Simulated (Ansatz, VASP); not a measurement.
# Two plane-wave programs on Sn2Ge

File INCAR:

```
  PREC = Accurate
  ENCUT = 600
  EDIFF = 1E-6
  ISMEAR = 0
  SIGMA = 0.1
  LREAL = F
  LASPH = T
  NELM = 60
  ALGO = Fast
  ISIF = 3
  LWAVE = F
  LCHARG = F
  GGA = PS
  IBRION = 2
  NSW = 100
  EDIFFG = -0.005
```

The input KPOINTS:

```
regular mesh
0
Gamma
  10 10 10
```

Contents of POSCAR:

```
Sn2Ge
1.0
    0.0000000000      3.4327523668      3.4327523668
    3.4327523668      0.0000000000      3.4327523668
    3.4327523668      3.4327523668      0.0000000000
Sn Ge
2 1
Direct
    0.7500000000      0.7500000000      0.7500000000
    0.2500000000      0.2500000000      0.2500000000
    0.0000000000      0.0000000000      0.0000000000
```

Input for Ansatz:

```yaml
crystal:
  lattice:
    - [0.0, 3.4327523668, 3.4327523668]
    - [3.4327523668, 0.0, 3.4327523668]
    - [3.4327523668, 3.4327523668, 0.0]
  atoms:
    - { symbol: Sn, position: [0.75, 0.75, 0.75] }
    - { symbol: Sn, position: [0.25, 0.25, 0.25] }
    - { symbol: Ge, position: [0.0, 0.0, 0.0] }
basis:
  ecutwfc: 420
kpoints:
  mp_grid: { grid: [10, 10, 10] }
hamiltonian:
  xc: pbesol
scf:
  occupations: { method: gaussian, width: 0.1 }
output:
  forces: true
  stress: true
  eigenvalues: true
relax:
  adjacent_minimum: "off"
  f_tol: 0.005
  max_steps: 80
  cell: { stress_tol: 0.05 }
```

Alike in both runs: task relaxation of cell and atoms; functional PBEsol; k mesh 10 × 10 × 10; occupations gaussian, width 0.1 eV; no spin polarisation.

|  | VASP | Ansatz |
| --- | --- | --- |
| version | VASP 6.6.1 | Ansatz 0.2.0 |
| potentials or method | VASP PAW PBE potentials, release 64 (Sn_d, Ge_d), cutoff 600 eV | scalar-relativistic, plane waves, PAW |
| valence electrons in the cell | 42 | 42 |

```tsv
	VASP	Ansatz	Ansatz less VASP
gap on the k mesh at the Fermi level, each at its own relaxed structure (eV)	none	none	-
relaxed volume (Å³/atom)	26.97	26.97	0.000
relaxed cell length with the largest relative difference (Å)	4.855	4.855	0.0000
```

VASP's potentials were made for PBE, not for PBEsol. A gap of «none» marks a metal or a gap that the smearing closes.

Noted on VASP's run: the relaxation stopped at its first step, so nothing moved.
